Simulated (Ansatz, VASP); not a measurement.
# One calculation of Al, two programs

INCAR

```
  ALGO = Normal
  EDIFF = 1E-6
  ENCUT = 520
  ISIF = 2
  ISMEAR = 0
  LASPH = T
  LCHARG = F
  LREAL = F
  LWAVE = F
  NBANDS = 8
  NELM = 80
  PREC = Accurate
  SIGMA = 0.15
```

Contents of KPOINTS:

```
k-points
0
Gamma
  20 20 20
```

File POSCAR:

```
Al
1.0
    0.0000000000      2.1251790000      1.9227810000
    2.1251790000      0.0000000000      1.9227810000
    2.1251790000      2.1251790000      0.0000000000
Al
1
Direct
    0.0000000000      0.0000000000      0.0000000000
```

Input for Ansatz:

```yaml
crystal:
  lattice:
    - [0.0, 2.125179, 1.922781]
    - [2.125179, 0.0, 1.922781]
    - [2.125179, 2.125179, 0.0]
  atoms:
    - { symbol: Al, position: [0.0, 0.0, 0.0] }
basis:
  ecutwfc: 420
kpoints:
  mp_grid: { grid: [20, 20, 20] }
hamiltonian:
  xc: lda
scf:
  occupations: { method: gaussian, width: 0.15 }
output:
  forces: true
  stress: true
  eigenvalues: true
```

Change from the starting cell: strain +0.050 along x and y, -0.050 along z, atoms carried along.

Alike in both runs: task single point; functional LDA; k mesh 20 × 20 × 20; occupations gaussian, width 0.15 eV; no spin polarisation.

|  | VASP | Ansatz |
| --- | --- | --- |
| version | VASP 6.6.1 | Ansatz 0.2.0 |
| potentials or method | VASP PAW LDA potentials, release 64 (Al), cutoff 520 eV | scalar-relativistic, plane waves, PAW |
| valence electrons in the cell | 3 | 3 |

|  | VASP | Ansatz | Ansatz less VASP |
| --- | --- | --- | --- |
| gap on the k mesh at the Fermi level (eV) | none | none | - |
| pressure (GPa) | -5.8 | -5.9 | -0.03 |
| traceless stress, the component that is largest in VASP (GPa) | 1.95 | 1.94 | -0.011 |

LDA's correlation is that of Perdew and Zunger in VASP and of Perdew and Wang (1992) in Ansatz. A gap of «none» marks a metal or a gap that the smearing closes.
